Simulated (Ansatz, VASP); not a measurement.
## One calculation of Se, two programs

File INCAR:

```
ALGO     = Normal         # electronic algorithm
EDIFF    = 1E-6           # SCF threshold, eV
ENCUT    = 500            # plane-wave cutoff, eV
GGA      = PE             # functional
GGA_COMPAT= False        
ISIF     = 2              # what is computed and relaxed
ISMEAR   = 0              # smearing method
LASPH    = True           # aspherical terms in the spheres
LCHARG   = False          # write CHGCAR
LREAL    = False          # projectors in reciprocal space
LWAVE    = False          # write WAVECAR
NBANDS   = 16             # bands
NELM     = 120            # most SCF steps
PREC     = Accurate       # precision mode
SIGMA    = 0.01           # smearing width, eV
```

Contents of KPOINTS:

```
k-points
0
Gamma
  3 3 3
```

Contents of POSCAR:

```
Se
1.0
    4.3662000000      0.0000000000      0.0000000000
   -2.1831000000      3.7812400000      0.0000000000
    0.0000000000      0.0000000000      4.9536000000
Se
3
Direct
    0.2254000000      0.0000000000      0.3333333333
    0.0000000000      0.2254000000      0.6666666667
    0.7746000000      0.7746000000      0.0000000000
```

Input for Ansatz:

```yaml
crystal:
  lattice:
    - [4.3662, 0.0, 0.0]
    - [-2.1831, 3.78124, 0.0]
    - [0.0, 0.0, 4.9536]
  atoms:
    - { symbol: Se, position: [0.2254, 0.0, 0.3333333333333333] }
    - { symbol: Se, position: [0.0, 0.2254, 0.6666666666666666] }
    - { symbol: Se, position: [0.7746, 0.7746, 0.0] }
basis:
  ecutwfc: 420.0
kpoints:
  mp_grid:
    grid: [3, 3, 3]
hamiltonian:
  xc: pbe
scf:
  occupations:
    method: fixed
output:
  eigenvalues: true
```

Alike in both runs: task single point; functional PBE; k mesh 3 × 3 × 3; no spin polarisation.

|  | VASP | Ansatz |
| --- | --- | --- |
| version | VASP 6.6.1 | Ansatz 0.2.0 |
| potentials or method | VASP PAW PBE potentials, release 64 (Se), cutoff 500 eV | plane waves, PAW |
| occupations | gaussian, width 0.01 eV | fixed |
| valence electrons in the cell | 18 | 48 |

```csv
,VASP,Ansatz,Ansatz less VASP
gap on the k mesh at the Fermi level (eV),1.51,1.51,0.000
```

VASP's potentials hold 18 valence electrons a cell and Ansatz's 48, so a difference there can come from the potentials and not from the codes.

The k mesh is coarse, so the values compare programs but aren't converged.
